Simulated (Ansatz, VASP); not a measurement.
# NaH: VASP beside Ansatz

Contents of INCAR:

```
ALGO = Normal
EDIFF = 1E-6
ENCUT = 500
GGA = PE
GGA_COMPAT = False
ISIF = 2
ISMEAR = 0
LASPH = True
LCHARG = False
LREAL = False
LWAVE = False
NBANDS = 11
NELM = 120
PREC = Accurate
SIGMA = 0.1
```

Contents of KPOINTS:

```
k-points
0
Gamma
  6 6 6
```

POSCAR

```
NaH
1.0
    0.0000000000      2.3864216700      2.3864216700
    2.3864216700      0.0000000000      2.3864216700
    2.3864216700      2.3864216700      0.0000000000
Na H
1 1
Direct
    0.0000000000      0.0000000000      0.0000000000
    0.5000000000      0.5000000000      0.5000000000
```

Input for Ansatz:

```yaml
crystal:
  lattice:
    - [0.0, 2.38642167, 2.38642167]
    - [2.38642167, 0.0, 2.38642167]
    - [2.38642167, 2.38642167, 0.0]
  atoms:
    - { symbol: Na, position: [0.0, 0.0, 0.0] }
    - { symbol: H, position: [0.5, 0.5, 0.5] }
basis:
  ecutwfc: 420
kpoints:
  mp_grid: { grid: [6, 6, 6] }
hamiltonian:
  xc: pbe
  pseudopotentials: { kind: paw, azcp: { folder: soft_1 } }
scf:
  occupations: { method: gaussian, width: 0.1 }
output:
  forces: true
  stress: true
  eigenvalues: true
```

Alike in both runs: task single point; functional PBE; k mesh 6 × 6 × 6; occupations gaussian, width 0.1 eV; no spin polarisation.

|  | VASP | Ansatz |
| --- | --- | --- |
| version | VASP 6.6.1 | Ansatz 0.2.0 |
| potentials or method | VASP PAW PBE potentials, release 64 (Na_pv, H), cutoff 500 eV | scalar-relativistic, plane waves, PAW |
| valence electrons in the cell | 8 | 10 |

```tsv
	VASP	Ansatz	Ansatz less VASP
gap on the k mesh at the Fermi level (eV)	3.87	3.87	+0.002
least direct gap on the mesh (eV)	4.70	4.70	+0.005
pressure (GPa)	0.9	0.9	+0.07
```

The functional is the same, so the differences come from potentials, cutoffs and numerics. VASP's potentials hold 8 valence electrons a cell and Ansatz's 10, so a difference there can come from the potentials and not from the codes.
